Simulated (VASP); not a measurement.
# Ga (Fd-3m) in VASP: a series of runs

The runs below take Ga through single point, relaxation of cell and atoms, with BLYP.

Program: VASP 6.6.1. These are calculated values, not measurements. Logs are shortened: lines on timing, memory, paths and dates and some standing lists are left out, and cuts for length are marked.

## Step 1: The cell of the first run

It takes space group Fd-3m (No. 227, cubic). Conventional cell: a = 6.278 Å, b = 6.278 Å, c = 6.278 Å, α = 90.00°, β = 90.00°, γ = 90.00°. Within 3.6 Å of Ga (site symmetry -43m) lie 4 Ga at 2.72 Å.

## Step 2: Single point, BLYP (volume scaled by 1.12)

The input, INCAR:

```
SYSTEM = Ga
PREC     = Accurate       ! precision mode
ENCUT    = 520            ! plane-wave cutoff, eV
EDIFF    = 1E-6           ! SCF threshold, eV
ISMEAR   = -1             ! smearing method
SIGMA    = 0.1            ! smearing width, eV
LREAL    = .FALSE.        ! projectors in reciprocal space
LASPH    = .TRUE.         ! aspherical terms in the spheres
NELM     = 60             ! most SCF steps
ALGO     = Normal         ! electronic algorithm
ISIF     = 2              ! what is computed and relaxed
LWAVE    = .FALSE.        ! write WAVECAR
LCHARG   = .FALSE.        ! write CHGCAR
GGA      = B5             ! functional
ALDAX    = 1.0          
AGGAX    = 1.0          
AGGAC    = 1.0          
ALDAC    = 0.0          
NBANDS   = 20             ! bands
```

The input, KPOINTS:

```
Automatic mesh
0
G
  10 10 10
  0 0 0
```

The input, POSCAR:

```
Ga
1.0
    0.0000000000      3.1389361323      3.1389361323
    3.1389361323      0.0000000000      3.1389361323
    3.1389361323      3.1389361323      0.0000000000
Ga
2
Direct
    0.1250000000      0.1250000000      0.1250000000
    0.8750000000      0.8750000000      0.8750000000
```

Potentials or basis: VASP PAW PBE potentials, release 64 (Ga_d).

The run is started by

```
cat potpaw_PBE.64/Ga_d/POTCAR > POTCAR
mpirun -np 1 vasp_std > vasp.out
```

OUTCAR:

```text
SYSTEM = Ga
   PREC = Accurate
   ENCUT = 520
   EDIFF = 1E-6
   ISMEAR = -1
   LREAL = .FALSE.
   LASPH = .TRUE.
   NELM = 60
   ISIF = 2
   GGA = B5

 ion  position               nearest neighbor table
   1  0.125  0.125  0.125-   2 2.72   2 2.72   2 2.72   2 2.72
   2  0.875  0.875  0.875-   1 2.72   1 2.72   1 2.72   1 2.72

  LATTYP: Found a face centered cubic cell.
 ALAT       =     6.2778722646

  Lattice vectors:

 A1 = (   0.0000000000,   3.1389361323,   3.1389361323)
 A2 = (   3.1389361323,   0.0000000000,   3.1389361323)
 A3 = (   3.1389361323,   3.1389361323,   0.0000000000)

Analysis of symmetry for initial positions (statically):
=====================================================================
 Subroutine PRICEL returns:
 Original cell was already a primitive cell.

 Routine SETGRP: Setting up the symmetry group for a
 face centered cubic supercell.

 Subroutine GETGRP returns: Found 48 space group operations
 (whereof 12 operations were pure point group operations)
 out of a pool of 48 trial point group operations.

The static configuration has the point symmetry D_3d.
 The point group associated with its full space group is O_h .

Analysis of symmetry for dynamics (positions and initial velocities):
=====================================================================
 Subroutine PRICEL returns:
 Original cell was already a primitive cell.

 Routine SETGRP: Setting up the symmetry group for a
 face centered cubic supercell.

 Subroutine GETGRP returns: Found 48 space group operations
 (whereof 12 operations were pure point group operations)
 out of a pool of 48 trial point group operations.

The dynamic configuration has the point symmetry D_3d.
 The point group associated with its full space group is O_h .

 Subroutine INISYM returns: Found 48 space group operations
 (whereof 12 operations are pure point group operations),
 and found     1 'primitive' translations

----------------------------------------------------------------------------------------

                                     Primitive cell

  volume of cell :      61.8554

  direct lattice vectors                    reciprocal lattice vectors
     0.000000000  3.138936132  3.138936132    -0.159289638  0.159289638  0.159289638
     3.138936132  0.000000000  3.138936132     0.159289638 -0.159289638  0.159289638
     3.138936132  3.138936132  0.000000000     0.159289638  0.159289638 -0.159289638
[... 74 lines left out ...]
 SYSTEM =  Ga
   PREC   = accura    normal or accurate (medium, high low for compatibility)
   ISTART =      0    job   : 0-new  1-cont  2-samecut
   ICHARG =      2    charge: 1-file 2-atom 10-const
   ISPIN  =      1    spin polarized calculation?
   LNONCOLLINEAR =      F non collinear calculations
   LSORBIT =      F    spin-orbit coupling
   LASPH  =      T    aspherical Exc in radial PAW
   ENCUT  =  520.0 eV  38.22 Ry    6.18 a.u.   8.25  8.25  8.25*2*pi/ulx,y,z
   NELM   =     60;   NELMIN=  2; NELMDL= -5     # of ELM steps
   EDIFF  = 0.1E-05   stopping-criterion for ELM
   LREAL  =      F    real-space projection
   EDIFFG = 0.1E-04   stopping-criterion for IOM
   NSW    =      0    number of steps for IOM
   IBRION =     -1    ionic relax: 0-MD 1-quasi-New 2-CG
   NFREE  =      0    steps in history (QN), initial steepest desc. (CG)
   ISIF   =      2    stress and relaxation
   ISYM   =      2    0-nonsym 1-usesym 2-fastsym
   POTIM  = 0.5000    time-step for ionic-motion
   TEBEG  =    0.0;   TEEND  =   0.0 temperature during run
   PSTRESS=    0.0 pullay stress
   NELECT =      26.0000    total number of electrons
   NUPDOWN=      -1.0000    fix difference up-down
   EMIN   =  10.00;   EMAX   =-10.00  energy-range for DOS
   EFERMI =   0.00;   METHOD = LEGACY
   ISMEAR =    -1;   SIGMA  =   0.10  broadening in eV -4-tet -1-fermi 0-gaus
   EFERMI_NEDOS =   21; number of points for ismear=-14 and -15
   IALGO  =     38    algorithm
   IMIX   =      4    mixing-type and parameters
     AMIX     =   0.40;   BMIX     =  1.00
     AMIX_MAG =   1.60;   BMIX_MAG =  1.00
  volume/ion in A,a.u.               =      30.93       208.71
  Fermi-wavevector in a.u.,A,eV,Ry     =   1.226328  2.317425 20.461549  1.503881
  Thomas-Fermi vector in A             =   2.361333
   LORBIT       =      0    0 simple, 1 ext, 2 COOP (PROOUT), +10 PAW based schemes
   GGA     = B5    functional components
   LHFCALC =     F    Hartree Fock is set to
   AEXX    =    0.0000 exact exchange contribution
   IVDW    =     0    specifies the selected vdW correction
   LEPSILON=     F    determine dielectric tensor
   LRPA    =     F    only Hartree local field effects (RPA)
 non-spin polarized calculation
  energy-cutoff  :      520.00
  volume of cell :       61.86
 maximum number of plane-waves:      1695
 NGX is ok and might be reduce to    36
   NGX = 17   NGY = 17   NGZ = 17

 number of electron      25.9999999 magnetization

 Free energy of the ion-electron system (eV)
  ---------------------------------------------------
  ext. energy  EPLUGINS =         0.00000000
  ---------------------------------------------------
  free energy    TOTEN  =        -4.12940331 eV

  energy without entropy =       -4.07583663  energy(sigma->0) =       -4.10261997

 E-fermi :   1.9164     XC(G=0):  -7.8931

 val. band max:        1.9120777653   @ k =   0.4000   0.3000   0.0000
 cond. band min:       1.9210717370   @ k =  -0.4000   0.3000   0.1000
 fundamental gap:      0.0089939717
 Fermi energy:         1.9164332003

 k-point     1 :       0.0000    0.0000    0.0000
  band No.  band energies     occupation
      1     -12.8766      2.00000
      2     -12.8766      2.00000
      3     -12.8766      2.00000
      4     -12.8476      2.00000
      5     -12.8476      2.00000
      6     -12.6524      2.00000
[... 541 lines left out ...]
     19      11.6750      0.00000
     20      13.4095      0.00000

 [... further k-points ...]
[... 5 lines left out ...]
  --------------------------------------------------------------------------------------
  -------------------------------------------------------------------------------------
  Total       -0.7817199     -0.7817199     -0.7817199     -0.0000000      0.0000000     -0.0000000
  in kB      -20.2481012    -20.2481012    -20.2481012     -0.0000000      0.0000000     -0.0000000
  external PRESSURE =     -20.2481012 kB  Pullay stress =       0.0000000 kB

 VOLUME and BASIS-vectors are now :
 -----------------------------------------------------------------------------
  energy-cutoff  :      520.00
  volume of cell :       61.86
      direct lattice vectors                 reciprocal lattice vectors
     0.000000000  3.138936132  3.138936132    -0.159289638  0.159289638  0.159289638
     3.138936132  0.000000000  3.138936132     0.159289638 -0.159289638  0.159289638
     3.138936132  3.138936132  0.000000000     0.159289638  0.159289638 -0.159289638

 POSITION                                       TOTAL-FORCE (eV/Angst)
 -----------------------------------------------------------------------------------
      0.78473      0.78473      0.78473        -0.000000     -0.000000     -0.000000
      5.49314      5.49314      5.49314         0.000000      0.000000      0.000000
 -----------------------------------------------------------------------------------
    total drift:                                0.000000      0.000000      0.000000

  FREE ENERGIE OF THE ION-ELECTRON SYSTEM (eV)
  ---------------------------------------------------
  free  energy   TOTEN  =        -4.1294033068 eV

  energy  without entropy=       -4.0758366257  energy(sigma->0) =       -4.10261997
```

stdout:

```text
POSCAR found type information on POSCAR Ga
 POSCAR found :  1 types and       2 ions
 scaLAPACK will be used
 -----------------------------------------------------------------------------
|                                                                             |
|                                                                             |
|     You enforced a specific xc type in the INCAR file but a different       |
|     I HOPE YOU KNOW WHAT YOU ARE DOING!                                     |
|                                                                             |
 -----------------------------------------------------------------------------

 LDA part: xc-table for (Slater(with rela. corr.)+VWN5), standard interpolation
 POSCAR, INCAR and KPOINTS ok, starting setup
 FFT: planning ... GRIDC
 FFT: planning ... GRID_SOFT
 FFT: planning ... GRID
 WAVECAR not read
 entering main loop
```

It took 53 s on 1 thread of Intel Xeon Platinum 8488C (Sapphire Rapids), shared host; peak memory 0.21 GiB.

Results:

```yaml
Free_energy: -4.1294 eV
Pressure: -2.0 GPa
Band_gap_on_the_k_mesh: zero (band 13 reaches 4.09 eV, above the bottom of band 14 at 0.93 eV)
```

Levels at points of the mesh, in eV from the Fermi level:
| k point | band 9 | band 10 | band 11 | band 12 | band 13 | band 14 | band 15 | band 16 | band 17 | band 18 |
| --- | --- | --- | --- | --- | --- | --- | --- | --- | --- | --- |
| (0.00, 0.00, 0.00) | -14.55 | -14.55 | -8.50 | 1.21 | 2.17 | 2.17 | 2.17 | 4.16 | 4.16 | 4.16 |
| (0.50, 0.00, 0.00) | -14.53 | -14.53 | -6.84 | -4.27 | 1.00 | 1.00 | 1.82 | 5.18 | 5.18 | 7.87 |
| (0.50, 0.50, 0.00) | -14.51 | -14.51 | -5.39 | -5.39 | -0.37 | -0.37 | 2.63 | 2.63 | 9.64 | 9.64 |

Caveat: the PAW data sets were made with another functional, which shifts forces and pressure a little.

(Part 1 of 2 ends here.)
